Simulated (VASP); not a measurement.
The system is GaSb3.

```
Ga Sb
1.0
    -3.22379    3.22379    3.22379
     3.22379   -3.22379    3.22379
     3.22379    3.22379   -3.22379
Ga Sb
1 3
Direct
  0.00000 0.00000 0.00000
  0.00000 0.50000 0.50000
  0.50000 0.00000 0.50000
  0.50000 0.50000 0.00000
```

```yaml
Program: VASP 6.6.1
Task: relaxation of cell and atoms
Functional: PBE
Potentials_or_basis: VASP PAW PBE potentials, release 64 (Ga_d, Sb)
Cutoff: 600 eV
k_mesh: 4 × 4 × 4
Occupations: gaussian, width 0.1 eV
Spin: no spin polarisation
```

At the start: pressure -6.6 GPa; volume 33.50 Å³/atom.

Problem. Where does the relaxation end?

Solution. Over 3 steps the energy falls by 155.5 meV/atom and the volume is 27.36 Å³/atom (-18.3 %); space group Im-3m (No. 229, to 0.05 Å).

Step by step:
```tsv
step	energy change (eV)	largest force (eV/Å)	pressure (GPa)	volume (Å³)
1	0.0000	0.0000	-6.61	134.02
2	-0.6216	0.0000	0.25	108.95
3	-0.6220	0.0000	0.00	109.44
```

Final structure:
```yaml
crystal:
  lattice:
    - [-3.01328, 3.01328, 3.01328]
    - [3.01328, -3.01328, 3.01328]
    - [3.01328, 3.01328, -3.01328]
  atoms:
    - { symbol: Ga, position: [0.00000, 0.00000, 0.00000] }
    - { symbol: Sb, position: [0.00000, 0.50000, 0.50000] }
    - { symbol: Sb, position: [0.50000, 0.00000, 0.50000] }
    - { symbol: Sb, position: [0.50000, 0.50000, 0.00000] }
```

Caveat: the volume moved by over 15 % at a fixed basis, so the end points are rough.
